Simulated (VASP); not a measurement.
# AlN (Fm-3m) in VASP: further runs

Aim: see how the results for AlN move with the level of theory and the settings. Levels: RPBE, PBE. Tasks: single point.

All numbers are computed with VASP 6.6.1; they aren't measurements. Logs are shortened: lines on timing, memory, paths and dates and some standing lists are left out, and cuts for length are marked.

### Step 1. The cell of the first run

The structure is cubic, space group Fm-3m (No. 225). The conventional cell has a = 4.069 Å, b = 4.069 Å, c = 4.069 Å, α = 90.00°, β = 90.00°, γ = 90.00°. Al (site symmetry m-3m) has 6 N at 2.03 Å within 2.7 Å. Within 2.7 Å of N (site symmetry m-3m) lie 6 Al at 2.03 Å.

### Step 2. Single point, RPBE

INCAR reads:

```
SYSTEM = AlN
PREC = Accurate
ENCUT = 520
EDIFF = 1E-6
ISMEAR = 0
SIGMA = 0.1
LREAL = .FALSE.
LASPH = .TRUE.
NELM = 60
ALGO = Normal
ISIF = 2
LWAVE = .FALSE.
LCHARG = .FALSE.
GGA = RP
NBANDS = 11
```

KPOINTS reads:

```
Automatic mesh
0
G
  11 11 11
  0 0 0
```

POSCAR reads:

```
AlN
1.0
    0.0000000000      2.0345180000      2.0345180000
    2.0345180000      0.0000000000      2.0345180000
    2.0345180000      2.0345180000      0.0000000000
Al N
1 1
Direct
    0.5000000000      0.5000000000      0.5000000000
    0.0000000000      0.0000000000      0.0000000000
```

Potentials or basis: VASP PAW PBE potentials, release 64 (Al, N).

The run is started by

```
> cat potpaw_PBE.64/Al/POTCAR potpaw_PBE.64/N/POTCAR > POTCAR
> mpirun -np 1 vasp_std > vasp.out
```

OUTCAR:

```text
SYSTEM = AlN
   PREC = Accurate
   ENCUT = 520
   EDIFF = 1E-6
   ISMEAR = 0
   LREAL = .FALSE.
   LASPH = .TRUE.
   NELM = 60
   ISIF = 2
   GGA = RP

 ion  position               nearest neighbor table
   1  0.500  0.500  0.500-   2 2.03   2 2.03   2 2.03   2 2.03   2 2.03   2 2.03
   2  0.000  0.000  0.000-   1 2.03   1 2.03   1 2.03   1 2.03   1 2.03   1 2.03

  LATTYP: Found a face centered cubic cell.
 ALAT       =     4.0690360000

  Lattice vectors:

 A1 = (   0.0000000000,   2.0345180000,   2.0345180000)
 A2 = (   2.0345180000,   0.0000000000,   2.0345180000)
 A3 = (   2.0345180000,   2.0345180000,   0.0000000000)

Analysis of symmetry for initial positions (statically):
=====================================================================
 Subroutine PRICEL returns:
 Original cell was already a primitive cell.

 Routine SETGRP: Setting up the symmetry group for a
 face centered cubic supercell.

 Subroutine GETGRP returns: Found 48 space group operations
 (whereof 48 operations were pure point group operations)
 out of a pool of 48 trial point group operations.

The static configuration has the point symmetry O_h .

Analysis of symmetry for dynamics (positions and initial velocities):
=====================================================================
 Subroutine PRICEL returns:
 Original cell was already a primitive cell.

 Routine SETGRP: Setting up the symmetry group for a
 face centered cubic supercell.

 Subroutine GETGRP returns: Found 48 space group operations
 (whereof 48 operations were pure point group operations)
 out of a pool of 48 trial point group operations.

The dynamic configuration has the point symmetry O_h .

 Subroutine INISYM returns: Found 48 space group operations
 (whereof 48 operations are pure point group operations),
 and found     1 'primitive' translations

----------------------------------------------------------------------------------------

                                     Primitive cell

  volume of cell :      16.8428

  direct lattice vectors                    reciprocal lattice vectors
     0.000000000  2.034518000  2.034518000    -0.245758455  0.245758455  0.245758455
     2.034518000  0.000000000  2.034518000     0.245758455 -0.245758455  0.245758455
     2.034518000  2.034518000  0.000000000     0.245758455  0.245758455 -0.245758455

  length of vectors
     2.877242948  2.877242948  2.877242948     0.425666130  0.425666130  0.425666130

  position of ions in fractional coordinates (direct lattice)
     0.500000000  0.500000000  0.500000000
     0.000000000  0.000000000  0.000000000

  ion indices of the primitive-cell ions
   primitive index   ion index
                 1           1
                 2           2

----------------------------------------------------------------------------------------

 KPOINTS: Automatic mesh

Automatic generation of k-mesh.
 Grid dimensions read from file:
 generate k-points for:   11   11   11

 Generating k-lattice:

  Cartesian coordinates                     Fractional coordinates (reciprocal lattice)
    -0.022341678  0.022341678  0.022341678     0.090909091  0.000000000  0.000000000
     0.022341678 -0.022341678  0.022341678     0.000000000  0.090909091  0.000000000
     0.022341678  0.022341678 -0.022341678     0.000000000  0.000000000  0.090909091

  Length of vectors
     0.038696921  0.038696921  0.038696921

  Shift w.r.t. Gamma in fractional coordinates (k-lattice)
     0.000000000  0.000000000  0.000000000

 Subroutine IBZKPT returns following result:
 ===========================================

 Found     56 irreducible k-points:

 Following reciprocal coordinates:
            Coordinates               Weight
  0.000000  0.000000  0.000000      1.000000
  0.090909  0.000000  0.000000      8.000000
  0.181818  0.000000  0.000000      8.000000
  0.272727  0.000000  0.000000      8.000000
  0.363636  0.000000  0.000000      8.000000
  0.454545  0.000000  0.000000      8.000000
[... 16 lines left out ...]
 -0.272727  0.181818  0.000000     24.000000
 -0.181818  0.181818  0.000000     12.000000
 [... further k-points ...]
   k-points           NKPTS =     56   k-points in BZ     NKDIM =     56   number of bands    NBANDS=     11
   number of dos      NEDOS =    301   number of ions     NIONS =      2
   total plane-waves  NPLWV =  13824
   dimension x,y,z NGX =    24 NGY =   24 NGZ =   24
   dimension x,y,z NGXF=    48 NGYF=   48 NGZF=   48
   ions per type =               1   1
   NGX,Y,Z   is equivalent  to a cutoff of  13.87, 13.87, 13.87 a.u.
   NGXF,Y,Z  is equivalent  to a cutoff of  27.73, 27.73, 27.73 a.u.
 SYSTEM =  AlN
   PREC   = accura    normal or accurate (medium, high low for compatibility)
   ISTART =      0    job   : 0-new  1-cont  2-samecut
   ICHARG =      2    charge: 1-file 2-atom 10-const
   ISPIN  =      1    spin polarized calculation?
   LNONCOLLINEAR =      F non collinear calculations
   LSORBIT =      F    spin-orbit coupling
   LASPH  =      T    aspherical Exc in radial PAW
   ENCUT  =  520.0 eV  38.22 Ry    6.18 a.u.   5.35  5.35  5.35*2*pi/ulx,y,z
   NELM   =     60;   NELMIN=  2; NELMDL= -5     # of ELM steps
   EDIFF  = 0.1E-05   stopping-criterion for ELM
   LREAL  =      F    real-space projection
   EDIFFG = 0.1E-04   stopping-criterion for IOM
   NSW    =      0    number of steps for IOM
   IBRION =     -1    ionic relax: 0-MD 1-quasi-New 2-CG
   NFREE  =      0    steps in history (QN), initial steepest desc. (CG)
   ISIF   =      2    stress and relaxation
   ISYM   =      2    0-nonsym 1-usesym 2-fastsym
   POTIM  = 0.5000    time-step for ionic-motion
   TEBEG  =    0.0;   TEEND  =   0.0 temperature during run
   PSTRESS=    0.0 pullay stress
   NELECT =       8.0000    total number of electrons
   NUPDOWN=      -1.0000    fix difference up-down
   EMIN   =  10.00;   EMAX   =-10.00  energy-range for DOS
   EFERMI =   0.00;   METHOD = LEGACY
   ISMEAR =     0;   SIGMA  =   0.10  broadening in eV -4-tet -1-fermi 0-gaus
   EFERMI_NEDOS =   21; number of points for ismear=-14 and -15
   IALGO  =     38    algorithm
   IMIX   =      4    mixing-type and parameters
     AMIX     =   0.40;   BMIX     =  1.00
     AMIX_MAG =   1.60;   BMIX_MAG =  1.00
  volume/ion in A,a.u.               =       8.42        56.83
  Fermi-wavevector in a.u.,A,eV,Ry     =   1.277321  2.413786 22.198561  1.631548
  Thomas-Fermi vector in A             =   2.409927
   LORBIT       =      0    0 simple, 1 ext, 2 COOP (PROOUT), +10 PAW based schemes
   GGA     = RP    functional components
   LHFCALC =     F    Hartree Fock is set to
   AEXX    =    0.0000 exact exchange contribution
   IVDW    =     0    specifies the selected vdW correction
   LEPSILON=     F    determine dielectric tensor
   LRPA    =     F    only Hartree local field effects (RPA)
 non-spin polarized calculation
 Gauss-broadening in eV      SIGMA  =   0.10
  energy-cutoff  :      520.00
  volume of cell :       16.84
 maximum number of plane-waves:       465
 NGX is ok and might be reduce to    24
   NGX = 11   NGY = 11   NGZ = 11

 number of electron       7.9999999 magnetization

 Free energy of the ion-electron system (eV)
  ---------------------------------------------------
  ext. energy  EPLUGINS =         0.00000000
  ---------------------------------------------------
  free energy    TOTEN  =       -13.78153455 eV

  energy without entropy =      -13.78153455  energy(sigma->0) =      -13.78153455

 E-fermi :  10.3337     XC(G=0): -12.0999

 val. band max:        9.8342511860   @ k =   0.0000   0.0000   0.0000
 cond. band min:      14.4983119734   @ k =   0.4545   0.4545   0.0000
 fundamental gap:      4.6640607874
 Fermi energy:        10.3337453170

 k-point     1 :       0.0000    0.0000    0.0000
  band No.  band energies     occupation
      1      -7.5964      2.00000
      2       9.8343      2.00000
      3       9.8343      2.00000
      4       9.8343      2.00000
      5      15.2602      0.00000
      6      21.9484      0.00000
      7      21.9484      0.00000
      8      21.9484      0.00000
      9      27.0257      0.00000
     10      27.4786      0.00000
     11      27.4786      0.00000

 k-point     2 :       0.0909    0.0000    0.0000
  band No.  band energies     occupation
      1      -7.4304      2.00000
      2       8.9727      2.00000
      3       9.7350      2.00000
      4       9.7350      2.00000
      5      15.8155      0.00000
      6      21.1570      0.00000
      7      22.1971      0.00000
      8      22.1971      0.00000
      9      26.0630      0.00000
     10      26.0630      0.00000
     11      27.9460      0.00000

 k-point     3 :       0.1818    0.0000    0.0000
  band No.  band energies     occupation
      1      -6.9453      2.00000
      2       7.1088      2.00000
      3       9.4853      2.00000
      4       9.4853      2.00000
      5      16.5439      0.00000
      6      20.4957      0.00000
      7      22.4554      0.00000
      8      22.4554      0.00000
      9      25.2818      0.00000
     10      25.2818      0.00000
     11      27.4305      0.00000

 k-point     4 :       0.2727    0.0000    0.0000
  band No.  band energies     occupation
      1      -6.1884      2.00000
      2       5.0121      2.00000
      3       9.1886      2.00000
      4       9.1886      2.00000
      5      16.4878      0.00000
      6      21.0973      0.00000
      7      21.8897      0.00000
      8      21.8897      0.00000
      9      26.3032      0.00000
     10      26.3032      0.00000
     11      26.6617      0.00000
[... 239 lines left out ...]
 k-point    22 :      -0.3636    0.1818    0.0000
  band No.  band energies     occupation
      1      -4.3606      2.00000
      2       2.7252      2.00000
      3       6.5091      2.00000
      4       8.5584      2.00000
      5      17.5225      0.00000
      6      19.3528      0.00000
      7      21.9062      0.00000
      8      22.0277      0.00000
      9      28.2435      0.00000
     10      28.4263      0.00000
     11      30.0366      0.00000

 k-point    23 :      -0.2727    0.1818    0.0000
  band No.  band energies     occupation
      1      -5.1257      2.00000
      2       3.9992      2.00000
      3       6.6694      2.00000
      4       8.9361      2.00000
      5      18.0587      0.00000
      6      19.8422      0.00000
      7      20.8234      0.00000
      8      22.0167      0.00000
      9      25.9612      0.00000
     10      29.1072      0.00000
     11      30.0715      0.00000

 k-point    24 :      -0.1818    0.1818    0.0000
  band No.  band energies     occupation
      1      -5.9433      2.00000
      2       5.3742      2.00000
      3       7.3870      2.00000
      4       9.3032      2.00000
      5      18.1207      0.00000
      6      19.6919      0.00000
      7      20.9546      0.00000
      8      22.4259      0.00000
      9      24.2929      0.00000
     10      28.3465      0.00000
     11      29.8756      0.00000

 [... further k-points ...]
[... 5 lines left out ...]
  --------------------------------------------------------------------------------------
  -------------------------------------------------------------------------------------
  Total        0.4346271      0.4346271      0.4346271     -0.0000000      0.0000000     -0.0000000
  in kB       41.3440317     41.3440317     41.3440317     -0.0000000      0.0000000     -0.0000000
  external PRESSURE =      41.3440317 kB  Pullay stress =       0.0000000 kB

 VOLUME and BASIS-vectors are now :
 -----------------------------------------------------------------------------
  energy-cutoff  :      520.00
  volume of cell :       16.84
      direct lattice vectors                 reciprocal lattice vectors
     0.000000000  2.034518000  2.034518000    -0.245758455  0.245758455  0.245758455
     2.034518000  0.000000000  2.034518000     0.245758455 -0.245758455  0.245758455
     2.034518000  2.034518000  0.000000000     0.245758455  0.245758455 -0.245758455

 POSITION                                       TOTAL-FORCE (eV/Angst)
 -----------------------------------------------------------------------------------
      2.03452      2.03452      2.03452         0.000000      0.000000      0.000000
      0.00000      0.00000      0.00000        -0.000000     -0.000000     -0.000000
 -----------------------------------------------------------------------------------
    total drift:                                0.000000     -0.000000     -0.000000

  FREE ENERGIE OF THE ION-ELECTRON SYSTEM (eV)
  ---------------------------------------------------
  free  energy   TOTEN  =       -13.7815345503 eV

  energy  without entropy=      -13.7815345503  energy(sigma->0) =      -13.78153455
```

It took 10 s on 1 thread of Intel Xeon Platinum 8259CL at 2.50GHz (Skylake/Cascade Lake), shared host; peak memory 0.13 GiB.

What came out:

```
Free energy            : -13.7815 eV
Pressure               : 4.1 GPa
Band gap on the k mesh : 4.66 eV, indirect (least direct gap 5.43 eV)
```

Levels at points of the mesh, in eV from the valence-band top:
```csv
k point,band 2,band 3,band 4,band 5,band 6,band 7
"(0.00, 0.00, 0.00)",0.00,0.00,0.00,5.43,12.11,12.11
```

Caveat: the PAW data sets were made with another functional, which shifts forces and pressure a little. A k mesh can miss the band edges.

### Step 3. Single point, PBE

Changes to INCAR since step 2:

```diff
@@ -5,3 +5,3 @@
 ISMEAR = 0
-SIGMA = 0.1
+SIGMA = 0.05
 LREAL = .FALSE.
@@ -13,3 +13,3 @@
 LCHARG = .FALSE.
-GGA = RP
+GGA = PE
 NBANDS = 11
```

KPOINTS reads:

```
regular mesh
0
G
  11 11 11
  0 0 0
```

POSCAR is that of step 2.

Potentials or basis: VASP PAW PBE potentials, release 64 (Al, N).

The run is started by

```
> cat potpaw_PBE.64/Al/POTCAR potpaw_PBE.64/N/POTCAR > POTCAR
> mpirun -np 1 vasp_std > vasp.out
```

OUTCAR:

```text
SYSTEM = AlN
   PREC = Accurate
   ENCUT = 520
   EDIFF = 1E-6
   ISMEAR = 0
   LREAL = .FALSE.
   LASPH = .TRUE.
   NELM = 60
   ISIF = 2
   GGA = PE

 ion  position               nearest neighbor table
   1  0.500  0.500  0.500-   2 2.03   2 2.03   2 2.03   2 2.03   2 2.03   2 2.03
   2  0.000  0.000  0.000-   1 2.03   1 2.03   1 2.03   1 2.03   1 2.03   1 2.03

  LATTYP: Found a face centered cubic cell.
 ALAT       =     4.0690360000

  Lattice vectors:

 A1 = (   0.0000000000,   2.0345180000,   2.0345180000)
 A2 = (   2.0345180000,   0.0000000000,   2.0345180000)
[... 523 lines left out ...]

  FORCE on cell =-STRESS in cart. coord.  units (eV):
  Direction    XX          YY          ZZ          XY          YZ          ZX
  --------------------------------------------------------------------------------------
  -------------------------------------------------------------------------------------
  Total        0.0006487      0.0006487      0.0006487      0.0000000      0.0000000      0.0000000
  in kB        0.0617074      0.0617074      0.0617074      0.0000000      0.0000000      0.0000000
  external PRESSURE =       0.0617074 kB  Pullay stress =       0.0000000 kB

 VOLUME and BASIS-vectors are now :
 -----------------------------------------------------------------------------
  energy-cutoff  :      520.00
  volume of cell :       16.84
      direct lattice vectors                 reciprocal lattice vectors
     0.000000000  2.034518000  2.034518000    -0.245758455  0.245758455  0.245758455
     2.034518000  0.000000000  2.034518000     0.245758455 -0.245758455  0.245758455
     2.034518000  2.034518000  0.000000000     0.245758455  0.245758455 -0.245758455

 POSITION                                       TOTAL-FORCE (eV/Angst)
 -----------------------------------------------------------------------------------
      2.03452      2.03452      2.03452         0.000000     -0.000000     -0.000000
      0.00000      0.00000      0.00000        -0.000000      0.000000      0.000000
 -----------------------------------------------------------------------------------
    total drift:                                0.000000     -0.000000     -0.000000

  FREE ENERGIE OF THE ION-ELECTRON SYSTEM (eV)
  ---------------------------------------------------
  free  energy   TOTEN  =       -14.5459329241 eV

  energy  without entropy=      -14.5459329241  energy(sigma->0) =      -14.54593292
```

stdout:

```text
POSCAR found type information on POSCAR AlN
 POSCAR found :  2 types and       2 ions
 scaLAPACK will be used
 LDA part: xc-table for (Slater+PW92), standard interpolation
 POSCAR, INCAR and KPOINTS ok, starting setup
 FFT: planning ... GRIDC
 FFT: planning ... GRID_SOFT
 FFT: planning ... GRID
 WAVECAR not read
 entering main loop
```

It took 9.8 s on 1 thread of Intel Xeon Platinum 8259CL at 2.50GHz (Skylake/Cascade Lake), shared host; peak memory 0.13 GiB.

What came out:

- Free energy: -14.5459 eV
- Pressure: 0.0 GPa
- Band gap on the k mesh: 4.55 eV, indirect (least direct gap 5.41 eV)

A k mesh can miss the band edges. As with any semilocal functional, this PBE gap is likely too small.

### Step 4. Single point, PBE (volume scaled by 0.94)

INCAR reads:

```
PREC = Accurate
ENCUT = 520
EDIFF = 1E-6
ISMEAR = -1
SIGMA = 0.05
LREAL = False
LASPH = True
NELM = 60
ALGO = Normal
ISIF = 2
LWAVE = False
LCHARG = False
GGA = PE
NBANDS = 11
```

KPOINTS reads:

```
regular mesh
0
Gamma
  11 11 11
```

POSCAR reads:

```
AlN
1.0
    0.0000000000      1.9929855707      1.9929855707
    1.9929855707      0.0000000000      1.9929855707
    1.9929855707      1.9929855707      0.0000000000
Al N
1 1
Direct
    0.5000000000      0.5000000000      0.5000000000
    0.0000000000      0.0000000000      0.0000000000
```

The run is started by

```
> cat potpaw_PBE.64/Al/POTCAR potpaw_PBE.64/N/POTCAR > POTCAR
> mpirun -np 1 vasp_std > vasp.out
```

It took 7.1 s on 1 thread of Intel Xeon 6975P-C, shared host; peak memory 0.14 GiB.

The run converged. Its results:

- Free energy: -14.4923 eV
- Pressure: 17.7 GPa
- Band gap on the k mesh: 5.16 eV, indirect (least direct gap 6.31 eV)

Levels at points of the mesh, in eV from the valence-band top:
| k point | band 1 | band 2 | band 3 | band 4 | band 5 | band 6 | band 7 | band 8 |
| --- | --- | --- | --- | --- | --- | --- | --- | --- |
| (0.00, 0.00, 0.00) | -17.95 | 0.00 | 0.00 | 0.00 | 6.31 | 12.30 | 12.30 | 12.30 |

 A k mesh can miss the band edges.

### Step 5. Overview

| level | cell | smearing | gap on the mesh (eV) | pressure (GPa) |
| --- | --- | --- | --- | --- |
| RPBE | a = 2.877 Å, angles 60.0°, 2 atoms | gaussian 0.1 eV | 4.66 | 4.1 |
| PBE | a = 2.877 Å, angles 60.0°, 2 atoms | gaussian 0.05 eV | 4.55 | 0.0 |
| PBE | a = 2.819 Å, angles 60.0°, 2 atoms | fermi-dirac 0.05 eV | 5.16 | 17.7 |

Alike in all rows: task single point; potentials or basis VASP PAW PBE potentials, release 64 (Al, N); no spin polarisation; k mesh 11 × 11 × 11; cutoff (eV) 520.

Caveats: the PAW data sets were made with another functional, which shifts forces and pressure a little (some runs).

Absolute energies hang on the potentials; compare differences alone.
